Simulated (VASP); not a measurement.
# V (Im-3m) in VASP: further runs, part 2 of 2

VASP 6.6.1. The steps go on from the part before.

### 4 Single point, r2SCAN+U

POSCAR

```
V
1.0
   -1.5068500000      1.5068500000      1.5068500000
    1.5068500000     -1.5068500000      1.5068500000
    1.5068500000      1.5068500000     -1.5068500000
V
1
Direct
    0.0000000000      0.0000000000      0.0000000000
```

INCAR.step1

```
SYSTEM = V
PREC = Accurate ; ENCUT = 520
ISMEAR = 0 ; SIGMA = 0.0276
LREAL = .False. ; LASPH = .True.
NELM = 150 ; LMAXMIX = 4
LDAU = .True. ; LDAUTYPE = 2
LDAUL = 2 ; LDAUU = 2
LDAUJ = 0 ; NBANDS = 12
GGA = PE ; ALGO = Normal
EDIFF = 1E-4 ; LWAVE = .True.
LCHARG = .False.
```

INCAR.step2

```
SYSTEM = V
PREC = Accurate ; ENCUT = 520
EDIFF = 1E-6 ; ISMEAR = 0
SIGMA = 0.0276 ; LREAL = .False.
LASPH = .True. ; NELM = 150
ALGO = Normal ; ISIF = 2
LWAVE = .False. ; LCHARG = .False.
LMAXMIX = 4 ; LDAU = .True.
LDAUTYPE = 2 ; LDAUL = 2
LDAUU = 2 ; LDAUJ = 0
LDAUPRINT = 1 ; METAGGA = R2SCAN
LMIXTAU = .True. ; NBANDS = 12
ISTART = 1
```

KPOINTS

```
regular mesh
0
Gamma
  8 8 8
  0 0 0
```

Potentials or basis: VASP PAW PBE potentials, release 64 (V_sv).

Run with:

```sh
cat potpaw_PBE.64/V_sv/POTCAR > POTCAR
cp INCAR.step1 INCAR
mpirun -np 1 vasp_std > vasp.out
cp INCAR.step2 INCAR
mpirun -np 1 vasp_std > vasp.out
```

OUTCAR:

```text
SYSTEM = V
   PREC = Accurate
   ENCUT = 520
   EDIFF = 1E-6
   ISMEAR = 0
   LREAL = .False.
   LASPH = .True.
   NELM = 150
   ISIF = 2
   METAGGA = R2SCAN
   ISTART = 1

 ion  position               nearest neighbor table
   1  0.000  0.000  0.000-

  LATTYP: Found a body centered cubic cell.
 ALAT       =     3.0137000000

  Lattice vectors:

 A1 = (  -1.5068500000,   1.5068500000,   1.5068500000)
 A2 = (   1.5068500000,  -1.5068500000,   1.5068500000)
 A3 = (   1.5068500000,   1.5068500000,  -1.5068500000)

Analysis of symmetry for initial positions (statically):
=====================================================================
 Subroutine PRICEL returns:
 Original cell was already a primitive cell.

 Routine SETGRP: Setting up the symmetry group for a
 body centered cubic supercell.

 Subroutine GETGRP returns: Found 48 space group operations
 (whereof 48 operations were pure point group operations)
 out of a pool of 48 trial point group operations.

The static configuration has the point symmetry O_h .

Analysis of symmetry for dynamics (positions and initial velocities):
=====================================================================
 Subroutine PRICEL returns:
 Original cell was already a primitive cell.

 Routine SETGRP: Setting up the symmetry group for a
 body centered cubic supercell.

 Subroutine GETGRP returns: Found 48 space group operations
 (whereof 48 operations were pure point group operations)
 out of a pool of 48 trial point group operations.

The dynamic configuration has the point symmetry O_h .

 Subroutine INISYM returns: Found 48 space group operations
 (whereof 48 operations are pure point group operations),
 and found     1 'primitive' translations

----------------------------------------------------------------------------------------

                                     Primitive cell

  volume of cell :      13.6858

  direct lattice vectors                    reciprocal lattice vectors
    -1.506850000  1.506850000  1.506850000     0.000000000  0.331818031  0.331818031
     1.506850000 -1.506850000  1.506850000     0.331818031  0.000000000  0.331818031
     1.506850000  1.506850000 -1.506850000     0.331818031  0.331818031  0.000000000

  length of vectors
     2.609940759  2.609940759  2.609940759     0.469261560  0.469261560  0.469261560

  position of ions in fractional coordinates (direct lattice)
     0.000000000  0.000000000  0.000000000

  ion indices of the primitive-cell ions
   primitive index   ion index
                 1           1

----------------------------------------------------------------------------------------

 KPOINTS: regular mesh

Automatic generation of k-mesh.
 Grid dimensions read from file:
 generate k-points for:    8    8    8

 Generating k-lattice:

[... 80 lines left out ...]
     AMIX     =   0.40;   BMIX     =  1.00
     AMIX_MAG =   1.60;   BMIX_MAG =  1.00
  volume/ion in A,a.u.               =      13.69        92.36
  Fermi-wavevector in a.u.,A,eV,Ry     =   1.609284  3.041105 35.236284  2.589794
  Thomas-Fermi vector in A             =   2.705018
   LORBIT       =      0    0 simple, 1 ext, 2 COOP (PROOUT), +10 PAW based schemes
 LDA+U is selected, type is set to LDAUTYPE =  2
   angular momentum for each species LDAUL =     2
   U (eV)           for each species LDAUU =   2.0
   J (eV)           for each species LDAUJ =   0.0
   METAGGA = R2SCAN    functional components
   LHFCALC =     F    Hartree Fock is set to
   AEXX    =    0.0000 exact exchange contribution
   IVDW    =     0    specifies the selected vdW correction
   LEPSILON=     F    determine dielectric tensor
   LRPA    =     F    only Hartree local field effects (RPA)
 non-spin polarized calculation
 Gauss-broadening in eV      SIGMA  =   0.03
  energy-cutoff  :      520.00
  volume of cell :       13.69
 maximum number of plane-waves:       378
   NGX =  9   NGY =  9   NGZ =  9

atom =   1  type =  1  l = 2

 onsite density matrix

spin component  1

  0.3446 -0.0000  0.0000 -0.0000  0.0000
 -0.0000  0.3446  0.0000  0.0000 -0.0000
  0.0000  0.0000  0.2380  0.0000 -0.0000
 -0.0000  0.0000  0.0000  0.3446  0.0000
  0.0000 -0.0000 -0.0000  0.0000  0.2380

spin component  2

  0.3446 -0.0000  0.0000 -0.0000  0.0000
 -0.0000  0.3446  0.0000  0.0000 -0.0000
  0.0000  0.0000  0.2380  0.0000 -0.0000
 -0.0000  0.0000  0.0000  0.3446  0.0000
  0.0000 -0.0000 -0.0000  0.0000  0.2380

 occupancies and eigenvectors

  o =  0.2380  v =  0.0000  0.0000  0.9994  0.0000  0.0351  0.0000  0.0000  0.0000  0.0000  0.0000      0.0000  0.0000  0.0000  0.0000  0.0000  0.0000  0.0000  0.0000  0.0000  0.0000
  o =  0.2380  v =  0.0000  0.0000  0.0000  0.0000  0.0000  0.0000  0.0000  0.9994  0.0000  0.0351      0.0000  0.0000  0.0000  0.0000  0.0000  0.0000  0.0000  0.0000  0.0000  0.0000
  o =  0.2380  v =  0.0000  0.0000 -0.0351  0.0000  0.9994  0.0000  0.0000  0.0000  0.0000  0.0000      0.0000  0.0000  0.0000  0.0000  0.0000  0.0000  0.0000  0.0000  0.0000  0.0000
  o =  0.2380  v =  0.0000  0.0000  0.0000  0.0000  0.0000  0.0000  0.0000 -0.0351  0.0000  0.9994      0.0000  0.0000  0.0000  0.0000  0.0000  0.0000  0.0000  0.0000  0.0000  0.0000
  o =  0.3446  v =  0.0000 -0.9980  0.0000 -0.0633  0.0000  0.0000  0.0000  0.0000  0.0000  0.0000      0.0000  0.0000  0.0000  0.0000  0.0000  0.0000  0.0000  0.0000  0.0000  0.0000
  o =  0.3446  v =  0.0000  0.0000  0.0000  0.0000  0.0000  0.0000 -0.9980  0.0000 -0.0633  0.0000      0.0000  0.0000  0.0000  0.0000  0.0000  0.0000  0.0000  0.0000  0.0000  0.0000
  o =  0.3446  v =  0.0000  0.0000  0.0000  0.0000  0.0000  0.0000  0.0633  0.0000 -0.9980  0.0000      0.0000  0.0000  0.0000  0.0000  0.0000  0.0000  0.0000  0.0000  0.0000  0.0000
  o =  0.3446  v =  0.0000  0.0633  0.0000 -0.9980  0.0000  0.0000  0.0000  0.0000  0.0000  0.0000      0.0000  0.0000  0.0000  0.0000  0.0000  0.0000  0.0000  0.0000  0.0000  0.0000
  o =  0.3446  v =  1.0000  0.0000  0.0000  0.0000  0.0000  0.0000  0.0000  0.0000  0.0000  0.0000      0.0000  0.0000  0.0000  0.0000  0.0000  0.0000  0.0000  0.0000  0.0000  0.0000
  o =  0.3446  v =  0.0000  0.0000  0.0000  0.0000  0.0000  1.0000  0.0000  0.0000  0.0000  0.0000      0.0000  0.0000  0.0000  0.0000  0.0000  0.0000  0.0000  0.0000  0.0000  0.0000

 number of electron      12.9999992 magnetization

 Free energy of the ion-electron system (eV)
  ---------------------------------------------------
  ext. energy  EPLUGINS =         0.00000000
  ---------------------------------------------------
  free energy    TOTEN  =       -12.03050729 eV

  energy without entropy =      -12.02952892  energy(sigma->0) =      -12.03001810

 E-fermi :   9.6887     XC(G=0): -13.9917

 val. band max:        9.6658973314   @ k =   0.2500   0.0000   0.0000
 cond. band min:       9.7099775915   @ k =  -0.2500   0.2500   0.1250
 fundamental gap:      0.0440802601
 Fermi energy:         9.6886777072

 k-point     1 :       0.0000    0.0000    0.0000
  band No.  band energies     occupation
      1     -56.9892      2.00000
      2     -29.1584      2.00000
      3     -29.1584      2.00000
      4     -29.1584      2.00000
      5       2.4231      2.00000
      6      10.1450      0.00000
      7      10.1451      0.00000
      8      10.1451      0.00000
      9      12.5206      0.00000
     10      12.5206      0.00000
     11      30.5876      0.00000
     12      30.5877      0.00000
[... 331 lines left out ...]
 k-point    24 :      -0.3750    0.3750    0.2500
  band No.  band energies     occupation
      1     -56.7538      2.00000
      2     -29.8118      2.00000
      3     -29.5563      2.00000
      4     -29.4774      2.00000
      5       7.3151      2.00000
      6       8.3418      2.00000
      7      10.5508      0.00000
      8      11.1926      0.00000
      9      12.9001      0.00000
     10      14.8190      0.00000
     11      23.0086      0.00000
     12      25.3281      0.00000

 [... further k-points ...]
[... 5 lines left out ...]
  --------------------------------------------------------------------------------------
  -------------------------------------------------------------------------------------
  Total       -0.0357768     -0.0357768     -0.0357768     -0.0000000      0.0000000     -0.0000000
  in kB       -4.1883453     -4.1883453     -4.1883453     -0.0000000      0.0000000     -0.0000000
  external PRESSURE =      -4.1883453 kB  Pullay stress =       0.0000000 kB

 VOLUME and BASIS-vectors are now :
 -----------------------------------------------------------------------------
  energy-cutoff  :      520.00
  volume of cell :       13.69
      direct lattice vectors                 reciprocal lattice vectors
    -1.506850000  1.506850000  1.506850000     0.000000000  0.331818031  0.331818031
     1.506850000 -1.506850000  1.506850000     0.331818031  0.000000000  0.331818031
     1.506850000  1.506850000 -1.506850000     0.331818031  0.331818031  0.000000000

 POSITION                                       TOTAL-FORCE (eV/Angst)
 -----------------------------------------------------------------------------------
      0.00000      0.00000      0.00000        -0.000000      0.000000      0.000000
 -----------------------------------------------------------------------------------
    total drift:                                0.000000      0.000000      0.000000

  FREE ENERGIE OF THE ION-ELECTRON SYSTEM (eV)
  ---------------------------------------------------
  free  energy   TOTEN  =       -12.0305072855 eV

  energy  without entropy=      -12.0295289151  energy(sigma->0) =      -12.03001810
```

Run time: 49 s. Hardware: 1 thread of Intel Xeon 8259CL, shared host; peak memory 0.13 GiB.

Results:

| Property | Result |
| --- | --- |
| Free energy | -12.0305 eV |
| Pressure | -0.4 GPa |

Eigenvalues of the final occupation matrices:
| site | spin | trace | eigenvalues |
| --- | --- | --- | --- |
| site 1 d | 1 | 1.51 | 0.24 0.24 0.34 0.34 0.34 |
| site 1 d | 2 | 1.51 | 0.24 0.24 0.34 0.34 0.34 |

Caveat: the k points lie up to 0.37 Å⁻¹ apart; the PAW data sets were made with another functional, which shifts forces and pressure a little; U without spin polarisation on a metal has little footing; the U is typed as a test and isn't derived for this compound.

### 5 Single point, r2SCAN+U

POSCAR is that of step 4.

INCAR.step1

```
ALGO = Normal ; EDIFF = 1E-4
ENCUT = 520 ; GGA = PE
ISMEAR = -4 ; LASPH = True
LCHARG = False ; LDAU = True
LDAUJ = 0 ; LDAUL = 2
LDAUTYPE = 2 ; LDAUU = 4.07
LMAXMIX = 4 ; LREAL = False
LWAVE = True ; NBANDS = 12
NELM = 150 ; PREC = Accurate
SIGMA = 0.1
```

INCAR.step2

```
ALGO = Normal ; EDIFF = 1E-7
ENCUT = 520 ; ISIF = 2
ISMEAR = -4 ; ISTART = 1
LASPH = True ; LCHARG = True
LDAU = True ; LDAUJ = 0
LDAUL = 2 ; LDAUPRINT = 1
LDAUTYPE = 2 ; LDAUU = 4.07
LELF = True ; LMAXMIX = 4
LMIXTAU = True ; LREAL = False
LVHAR = True ; LWAVE = False
METAGGA = R2SCAN ; NBANDS = 12
NELM = 150 ; PREC = Accurate
SIGMA = 0.1
```

KPOINTS

```
k-points
0
Gamma
  8 8 8
```

Potentials or basis: VASP PAW PBE potentials, release 64 (V_sv).

Run with:

```sh
cat potpaw_PBE.64/V_sv/POTCAR > POTCAR
cp INCAR.step1 INCAR
mpirun -np 1 vasp_std > vasp.out
cp INCAR.step2 INCAR
mpirun -np 1 vasp_std > vasp.out
```

OUTCAR:

```text
EDIFF = 1E-7
   ENCUT = 520
   ISIF = 2
   ISMEAR = -4
   ISTART = 1
   LASPH = True
   LREAL = False
   METAGGA = R2SCAN
   NELM = 150
   PREC = Accurate

 ion  position               nearest neighbor table
   1  0.000  0.000  0.000-

  LATTYP: Found a body centered cubic cell.
 ALAT       =     3.0137000000

  Lattice vectors:

 A1 = (  -1.5068500000,   1.5068500000,   1.5068500000)
 A2 = (   1.5068500000,  -1.5068500000,   1.5068500000)
 A3 = (   1.5068500000,   1.5068500000,  -1.5068500000)

Analysis of symmetry for initial positions (statically):
=====================================================================
 Subroutine PRICEL returns:
 Original cell was already a primitive cell.

 Routine SETGRP: Setting up the symmetry group for a
 body centered cubic supercell.

 Subroutine GETGRP returns: Found 48 space group operations
 (whereof 48 operations were pure point group operations)
 out of a pool of 48 trial point group operations.

The static configuration has the point symmetry O_h .

Analysis of symmetry for dynamics (positions and initial velocities):
=====================================================================
 Subroutine PRICEL returns:
 Original cell was already a primitive cell.

 Routine SETGRP: Setting up the symmetry group for a
 body centered cubic supercell.

 Subroutine GETGRP returns: Found 48 space group operations
 (whereof 48 operations were pure point group operations)
 out of a pool of 48 trial point group operations.

The dynamic configuration has the point symmetry O_h .

 Subroutine INISYM returns: Found 48 space group operations
[... 166 lines left out ...]
  o =  0.3483  v =  0.0000  0.0000  0.0000  0.0000  0.0000  1.0000  0.0000  0.0000  0.0000  0.0000      0.0000  0.0000  0.0000  0.0000  0.0000  0.0000  0.0000  0.0000  0.0000  0.0000
  o =  0.3483  v =  0.0000  0.0000  0.0000  0.0000  0.0000  0.0000  0.3386 -0.0000  0.9409 -0.0000      0.0000  0.0000  0.0000  0.0000  0.0000  0.0000  0.0000  0.0000  0.0000  0.0000
  o =  0.3483  v =  0.0000  0.0000  0.0000  0.0000  0.0000  0.0000 -0.9409  0.0000  0.3386 -0.0000      0.0000  0.0000  0.0000  0.0000  0.0000  0.0000  0.0000  0.0000  0.0000  0.0000
  o =  0.3483  v =  0.0000 -0.9409  0.0000  0.3386 -0.0000  0.0000  0.0000  0.0000  0.0000  0.0000      0.0000  0.0000  0.0000  0.0000  0.0000  0.0000  0.0000  0.0000  0.0000  0.0000
  o =  0.3483  v =  0.0000  0.3386 -0.0000  0.9409 -0.0000  0.0000  0.0000  0.0000  0.0000  0.0000      0.0000  0.0000  0.0000  0.0000  0.0000  0.0000  0.0000  0.0000  0.0000  0.0000

 number of electron      12.9999992 magnetization

 Free energy of the ion-electron system (eV)
  ---------------------------------------------------
  ext. energy  EPLUGINS =         0.00000000
  ---------------------------------------------------
  free energy    TOTEN  =        -9.81109677 eV

  energy without entropy =       -9.81109677  energy(sigma->0) =       -9.81109677

 E-fermi :   9.7929     XC(G=0): -14.0252

 val. band max:        9.9471290875   @ k =   0.3750   0.1250   0.0000
 cond. band min:       9.7770108322   @ k =   0.1250   0.1250   0.0000
 fundamental gap:     -0.1701182554
 Fermi energy:         9.7928673258

 k-point     1 :       0.0000    0.0000    0.0000
  band No.  band energies     occupation
      1     -57.1854      2.00000
      2     -29.3432      2.00000
      3     -29.3431      2.00000
      4     -29.3431      2.00000
      5       2.4027      2.00000
      6      10.2838      0.00115
      7      10.2838      0.00000
      8      10.2838      0.00000
      9      13.0114      0.00000
     10      13.0114      0.00000
     11      30.5956      0.00000
     12      30.5956      0.00000
[... 331 lines left out ...]
 k-point    24 :      -0.3750    0.3750    0.2500
  band No.  band energies     occupation
      1     -56.9518      2.00000
      2     -29.9907      2.00000
      3     -29.7382      2.00000
      4     -29.6597      2.00000
      5       7.5224      2.00000
      6       8.7315      1.99987
      7      10.6747      0.06273
      8      11.3645      0.00000
      9      13.0236      0.00000
     10      15.0631      0.00000
     11      23.0645      0.00000
     12      25.3251      0.00000

 [... further k-points ...]
[... 5 lines left out ...]
  --------------------------------------------------------------------------------------
  -------------------------------------------------------------------------------------
  Total        0.7396637      0.7396637      0.7396637      0.0000000      0.0000000      0.0000000
  in kB       86.5914116     86.5914116     86.5914116      0.0000000      0.0000000      0.0000000
  external PRESSURE =      86.5914116 kB  Pullay stress =       0.0000000 kB

 VOLUME and BASIS-vectors are now :
 -----------------------------------------------------------------------------
  energy-cutoff  :      520.00
  volume of cell :       13.69
      direct lattice vectors                 reciprocal lattice vectors
    -1.506850000  1.506850000  1.506850000     0.000000000  0.331818031  0.331818031
     1.506850000 -1.506850000  1.506850000     0.331818031  0.000000000  0.331818031
     1.506850000  1.506850000 -1.506850000     0.331818031  0.331818031  0.000000000

 POSITION                                       TOTAL-FORCE (eV/Angst)
 -----------------------------------------------------------------------------------
      0.00000      0.00000      0.00000        -0.000000     -0.000000      0.000000
 -----------------------------------------------------------------------------------
    total drift:                                0.000000     -0.000000      0.000000

  FREE ENERGIE OF THE ION-ELECTRON SYSTEM (eV)
  ---------------------------------------------------
  free  energy   TOTEN  =        -9.8110967707 eV

  energy  without entropy=       -9.8110967707  energy(sigma->0) =       -9.81109677
```

OUTCAR.step1:

```text
EDIFF = 1E-4
   ENCUT = 520
   GGA = PE
   ISMEAR = -4
   LASPH = True
[... 581 lines left out ...]

 POSITION                                       TOTAL-FORCE (eV/Angst)
 -----------------------------------------------------------------------------------
      0.00000      0.00000      0.00000         0.000000      0.000000     -0.000000
 -----------------------------------------------------------------------------------
    total drift:                                0.000000     -0.000000      0.000000

  FREE ENERGIE OF THE ION-ELECTRON SYSTEM (eV)
  ---------------------------------------------------
  free  energy   TOTEN  =        -4.6375902213 eV

  energy  without entropy=       -4.6375902213  energy(sigma->0) =       -4.63759022
```

OSZICAR.step1:

```text
N       E                     dE             d eps       ncg     rms          rms(c)
DAV:   1     0.965953600383E+02    0.96595E+02   -0.70623E+03   696   0.117E+03
DAV:   2    -0.500239372468E+01   -0.10160E+03   -0.98807E+02   708   0.335E+02
DAV:   3    -0.630710694884E+01   -0.13047E+01   -0.13022E+01   764   0.440E+01
DAV:   4    -0.631408150747E+01   -0.69746E-02   -0.69745E-02   744   0.340E+00
DAV:   5    -0.631417075337E+01   -0.89246E-04   -0.89245E-04   752   0.362E-01    0.178E+01
DAV:   6    -0.464862152302E+01    0.16655E+01   -0.37791E+00   728   0.320E+01    0.152E+00
DAV:   7    -0.462769022899E+01    0.20931E-01   -0.45406E-02   728   0.225E+00    0.855E-01
DAV:   8    -0.462904368156E+01   -0.13535E-02   -0.45818E-02   732   0.158E+00    0.344E-01
DAV:   9    -0.463384301197E+01   -0.47993E-02   -0.39054E-03   740   0.441E-01    0.247E-01
DAV:  10    -0.463755766890E+01   -0.37147E-02   -0.98507E-03   752   0.347E-01    0.506E-02
DAV:  11    -0.463759022125E+01   -0.32552E-04   -0.14486E-04   544   0.109E-01
   1 F= -.46375902E+01 E0= -.46375902E+01  d E =0.000000E+00
```

Run time: 70 s. Hardware: 1 thread of Intel Xeon 8259CL, shared host; peak memory 0.13 GiB.

What came out:

```
Free energy : -9.8111 eV
Pressure    : 8.7 GPa
```

Levels at points of the mesh, in eV from the Fermi level:
```tsv
k point	band 4	band 5	band 6	band 7	band 8	band 9
(0.00, 0.00, 0.00)	-39.14	-7.39	0.49	0.49	0.49	3.22
(0.50, 0.00, 0.00)	-39.14	-3.24	-1.10	1.08	3.00	3.60
(0.50, 0.50, 0.50)	-39.74	-2.56	-2.56	3.80	3.80	3.80
```

Eigenvalues of the final occupation matrices:
| site | spin | trace | eigenvalues |
| --- | --- | --- | --- |
| site 1 d | 1 | 1.47 | 0.21 0.21 0.35 0.35 0.35 |
| site 1 d | 2 | 1.47 | 0.21 0.21 0.35 0.35 0.35 |

Caveat: the k points lie up to 0.37 Å⁻¹ apart; the PAW data sets were made with another functional, which shifts forces and pressure a little; U without spin polarisation on a metal has little footing; the U is typed as a test and isn't derived for this compound.

### 6 Overview

```tsv
level	U	smearing	gap on the mesh (eV)	pressure (GPa)
RPBE+U	V d U = 4.07 eV	gaussian 0.0276 eV	none	11.7
r2SCAN+U	V d U = 4.07 eV	gaussian 0.0276 eV	none	5.7
r2SCAN+U	V d U = 2.0 eV	gaussian 0.0276 eV	none	-0.4
r2SCAN+U	V d U = 4.07 eV	tetrahedron	none	8.7
```

Alike in all rows: task single point; potentials or basis VASP PAW PBE potentials, release 64 (V_sv); no spin polarisation; cell as given; k mesh 8 × 8 × 8; cutoff (eV) 520.

Caveats: all runs use coarse meshes; the PAW data sets were made with another functional, which shifts forces and pressure a little; U without spin polarisation on a metal has little footing; the U is typed as a test and isn't derived for this compound.

Absolute energies hang on the potentials; compare differences alone.
